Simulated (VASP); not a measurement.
Write the native input for VASP 6.6.1 that does the following.

```yaml
Task: single point
Functional: PBE
Potentials_or_basis: VASP PAW PBE potentials, release 64 (Li_sv)
Cutoff: 520 eV
k_mesh: 6 × 6 × 6
Occupations: gaussian, width 0.1 eV
Spin: no spin polarisation
Dipole_correction: no
Further_INCAR_settings: ALGO = Fast; EDIFF = 1e-06; NBANDS = 8
```

The structure of Li lies in POSCAR:

```
Li
1.0
    2.5163599400      0.0000000000      0.0000000000
    0.0000000000      2.5181789300      0.0000000000
    0.0000000000      0.0000000000      3.2470449100
Li
1
Direct
    0.5000000000      0.5000000000      0.0000000000
```

The cell was generated, and may not be a known phase.

These files were run (other wordings do the same):

INCAR

```
SYSTEM = Li
PREC = Accurate
ENCUT = 520
EDIFF = 1E-6
ISMEAR = 0
SIGMA = 0.1
LREAL = .FALSE.
LASPH = .TRUE.
NELM = 100
ALGO = Fast
ISIF = 2
LWAVE = .FALSE.
LCHARG = .FALSE.
GGA = PE
NBANDS = 8
```

KPOINTS

```
Automatic mesh
0
G
  6 6 6
  0 0 0
```

Potentials or basis: VASP PAW PBE potentials, release 64 (Li_sv).

Launch:

```bash
$ cat potpaw_PBE.64/Li_sv/POTCAR > POTCAR
$ mpirun -np 1 vasp_std > vasp.out
```

It gave:

- Band gap on the k mesh: zero (an odd number of electrons rules out a gap without spin polarisation)

Caveat: the k points lie up to 0.42 Å⁻¹ apart, too coarse for converged energies and pressures of a metal.

Wall time 12 s on 1 thread of AMD EPYC 7R13, on a shared host, peak memory 0.09 GiB.
